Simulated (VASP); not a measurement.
Write the native input for VASP 6.6.1 that does the following.

```yaml
Task: single point
Functional: revPBE
Potentials_or_basis: VASP PAW PBE potentials, release 64 (Si, C)
Cutoff: 520 eV
k_mesh: 10 × 10 × 2
Occupations: fermi-dirac, width 0.05 eV
Spin: no spin polarisation
Dipole_correction: no
Further_INCAR_settings: ALGO = Normal; EDIFF = 1e-07; NBANDS = 36
```

The structure of SiC lies in POSCAR:

```
SiC
1.0
    3.0531705480      0.0000000000      0.0000000000
   -1.5265852740      2.6441232567      0.0000000000
    0.0000000000      0.0000000000     14.9649748670
Si C
6 6
Direct
    0.6666666667      0.3333333333      0.4583000000
    0.3333333333      0.6666666667      0.9583000000
    0.6666666667      0.3333333333      0.7917000000
    0.3333333333      0.6666666667      0.2917000000
    0.0000000000      0.0000000000      0.6250000000
    0.0000000000      0.0000000000      0.1250000000
    0.6666666667      0.3333333333      0.3333000000
    0.3333333333      0.6666666667      0.8333000000
    0.6666666667      0.3333333333      0.6667000000
    0.3333333333      0.6666666667      0.1667000000
    0.0000000000      0.0000000000      0.5000000000
    0.0000000000      0.0000000000      0.0000000000
```

One way to write it, as run:

INCAR

```
PREC = Accurate
ENCUT = 520
EDIFF = 1E-7
ISMEAR = -1
SIGMA = 0.05
LREAL = False
LASPH = True
NELM = 100
ALGO = Normal
ISIF = 2
LWAVE = False
LCHARG = False
GGA = RE
NBANDS = 36
```

KPOINTS

```
regular mesh
0
Gamma
  10 10 2
```

Potentials or basis: VASP PAW PBE potentials, release 64 (Si, C).

The run is started by

```console
$ cat potpaw_PBE.64/Si/POTCAR potpaw_PBE.64/C/POTCAR > POTCAR
$ mpirun -np 1 vasp_std > vasp.out
```

It gave:

```yaml
Pressure: 11.8 GPa
Largest_force: 0.148 eV/Å
Band_gap_on_the_k_mesh: 2.02 eV (least direct gap 3.11 eV)
```

Caveat: the cell stands under pressure; the PAW data sets were made with another functional, which shifts forces and pressure a little.

Wall time 52 s on 1 thread of Intel(R) Xeon(R) 6975P-C (Granite Rapids) (shared host), peak memory 0.27 GiB.
